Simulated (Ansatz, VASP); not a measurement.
## Two plane-wave programs on SnO

The input INCAR:

```
SYSTEM = SnO
PREC = Accurate
ENCUT = 520
EDIFF = 1E-7
ISMEAR = 0
SIGMA = 0.01
LREAL = .FALSE.
LASPH = .TRUE.
NELM = 100
ALGO = Normal
ISIF = 2
LWAVE = .FALSE.
LCHARG = .TRUE.
GGA = CA
LELF = .TRUE.
LVHAR = .TRUE.
NBANDS = 28
```

KPOINTS

```
Automatic mesh
0
G
  4 3 3
  0 0 0
```

POSCAR

```
SnO
1.0
    3.3550050000      0.0000000000      0.0000000000
    0.0000000000      5.6741040000      0.0000000000
    0.0000000000      0.0000000000      4.2219700000
Sn O
2 2
Direct
    0.0056365416      0.1980876592      0.5008477190
    0.4903811636      0.7556597819      0.0029662200
   -0.0032075017      0.8681814101      0.7277137397
    0.4931875347      0.0879348105      0.2216034617
```

Input for Ansatz:

```yaml
crystal:
  lattice:
    - [3.355005, 0.0, 0.0]
    - [0.0, 5.674104, 0.0]
    - [0.0, 0.0, 4.22197]
  atoms:
    - { symbol: Sn, position: [0.005636541568720856, 0.1980876591726783, 0.5008477190153827] }
    - { symbol: Sn, position: [0.4903811636462518, 0.7556597819181218, 0.0029662200493527735] }
    - { symbol: O, position: [-0.003207501704781438, 0.8681814101314499, 0.7277137397378969] }
    - { symbol: O, position: [0.49318753472826665, 0.08793481048090852, 0.2216034616754583] }
kpoints:
  mp_grid:
    grid: [4, 3, 3]
hamiltonian:
  xc: lda
scf:
  occupations:
    method: fixed
output:
  forces: true
```

Alike in both runs: task single point; functional LDA; k mesh 4 × 3 × 3; no spin polarisation.

|  | VASP | Ansatz |
| --- | --- | --- |
| version | VASP 6.6.1 | Ansatz 0.2.0 |
| potentials or method | VASP PAW LDA potentials, release 64 (Sn_d, O) | plane waves, PAW |
| plane-wave cutoff (eV) | 520 | 420 |
| occupations | gaussian, width 0.01 eV | fixed |
| valence electrons in the cell | 40 | 40 |

|  | VASP | Ansatz | Ansatz less VASP |
| --- | --- | --- | --- |
| rms of the force components (eV/Å) | 0.193 | 0.166 | -0.0277 |

LDA's correlation is that of Perdew and Zunger in VASP and of Perdew and Wang (1992) in Ansatz. Atom by atom the forces differ by 0.047 eV/Å (rms over components).

The k mesh is coarse, so the values compare programs but aren't converged.
